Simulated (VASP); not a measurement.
Set up this calculation in VASP 6.6.1, as the native input.

* Task: single point
* Functional: PBE
* Potentials or basis: VASP PAW PBE potentials, release 64 (As)
* Cutoff: 520 eV
* k mesh: 13 × 13 × 13
* Occupations: fermi-dirac, width 0.1 eV
* Spin: no spin polarisation
* Dipole correction: no
* Further INCAR settings: ALGO = Normal; EDIFF = 1e-06; NBANDS = 8

The structure of As lies in POSCAR:

```
As
1.0
    2.8053614422      0.0000000000      0.0000000000
    0.0000000000      2.8053614422      0.0000000000
    0.0000000000      0.0000000000      2.8053614422
As
1
Direct
    0.0000000000      0.0000000000      0.0000000000
```

This cell differs from its parent crystal: volume scaled by 1.08.

These files were run (other wordings do the same):

INCAR

```
SYSTEM = As
PREC = Accurate
ENCUT = 520
EDIFF = 1E-6
ISMEAR = -1
SIGMA = 0.1
LREAL = .FALSE.
LASPH = .TRUE.
NELM = 80
ALGO = Normal
ISIF = 2
LWAVE = .FALSE.
LCHARG = .FALSE.
GGA = PE
NBANDS = 8
```

KPOINTS

```
Automatic mesh
0
G
  13 13 13
  0 0 0
```

Potentials or basis: VASP PAW PBE potentials, release 64 (As).

Launch:

```sh
$ cat potpaw_PBE.64/As/POTCAR > POTCAR
$ mpirun -np 1 vasp_std > vasp.out
```

Results of the run:

* Pressure: -5.3 GPa

Wall time 9.7 s on 1 thread of AMD EPYC 7R13 Processor (Zen 3), with other jobs on the host, peak memory 0.11 GiB.
